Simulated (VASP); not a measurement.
# CdF2: single point with LDA

The system is CdF2.

```
CELL_PARAMETERS angstrom
0.00000 2.69400 2.69400
2.39093 0.00000 2.69400
2.39093 2.69400 0.00000
ATOMIC_POSITIONS crystal
Cd 0.00000 0.00000 0.00000
F 0.25000 0.25000 0.25000
F 0.75000 0.75000 0.75000
```

This cell differs from its parent crystal: strain -0.1125 x Voigt [1, 0, 0, 0, 0, 0].

| Quantity | Value |
| --- | --- |
| Program | VASP 6.6.1 |
| Task | single point |
| Functional | LDA |
| Potentials or basis | VASP PAW LDA potentials, release 64 (Cd_sv_GW, F) |
| Cutoff | 600 eV |
| k mesh | 8 × 8 × 8 |
| Occupations | gaussian, width 0.05 eV |
| Spin | no spin polarisation |
| Dipole correction | no |
| Second run | valence_matched |
| Further INCAR settings | ALGO = Normal; EDIFF = 1e-06; NBANDS = 24 |

```
Pressure               : 9.6 GPa
Band gap on the k mesh : 2.83 eV, indirect (least direct gap 3.30 eV)
```

Stress tensor (GPa, compression positive):
```
20.32  0.00  0.00
 0.00  4.22  0.00
 0.00  0.00  4.22
```

Levels at points of the mesh, in eV from the valence-band top:
```
           k point  band 15  band 16  band 17  band 18  band 19  band 20
(0.00, 0.00, 0.00)    -0.73    -0.47    -0.47     2.83    12.51    12.67
(0.50, 0.00, 0.00)    -2.44    -0.60    -0.56     7.50     8.65    14.38
(0.50, 0.50, 0.00)    -1.24    -0.46     0.00     8.47     9.65    11.45
(0.00, 0.50, 0.50)    -0.43    -0.43    -0.39     7.88     9.61    11.82
```

Wall time 52 s on 1 thread of Intel(R) Xeon(R) Platinum 8488C (Sapphire Rapids), with other jobs on the host, peak memory 0.2 GiB.

Caveat: the cell differs from its parent crystal (strain -0.1125 x Voigt [1, 0, 0, 0, 0, 0]). A k mesh can miss the band edges.
